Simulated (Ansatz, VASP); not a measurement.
# Two plane-wave programs on CO2

```
CELL_PARAMETERS angstrom
5.71110 0.00000 0.00000
0.00000 5.71110 0.00000
0.00000 0.00000 5.71110
ATOMIC_POSITIONS crystal
C 0.00000 0.00000 0.00000
C 0.50000 0.00000 0.50000
C 0.50000 0.50000 0.00000
C 0.00000 0.50000 0.50000
O 0.11824 0.11824 0.11824
O 0.38176 0.88176 0.61824
O 0.61824 0.38176 0.88176
O 0.88176 0.61824 0.38176
O 0.88176 0.88176 0.88176
O 0.61824 0.11824 0.38176
O 0.38176 0.61824 0.11824
O 0.11824 0.38176 0.61824
```

Alike in both runs: functional PBE; dispersion D3(BJ); k mesh 4 × 4 × 4; occupations gaussian, width 0.1 eV; no spin polarisation.

Ansatz relaxed the structure, and its values are those at the end. VASP's run is a single point on that final structure, the one shown.

```csv
,VASP,Ansatz
version,VASP 6.6.1,Ansatz 0.2.0
potentials or method,"VASP PAW PBE potentials, release 64 (C_h, O_h), cutoff 910 eV","scalar-relativistic, plane waves, PAW"
valence electrons in the cell,64,64
```

Ansatz gave:

| Property | Result |
| --- | --- |
| gap on the k mesh at the Fermi level (eV) | 6.74 |
| least direct gap on the mesh (eV) | 6.74 |
| rms of the force components (eV/Å) | 0.040 |

Question: What did VASP give for the same quantities?

Answer: gap on the k mesh at the Fermi level (eV): 6.74; least direct gap on the mesh (eV): 6.74; rms of the force components (eV/Å): 0.029.

Noted on VASP's run: the cutoff is short for stress, so the pressure is rough.
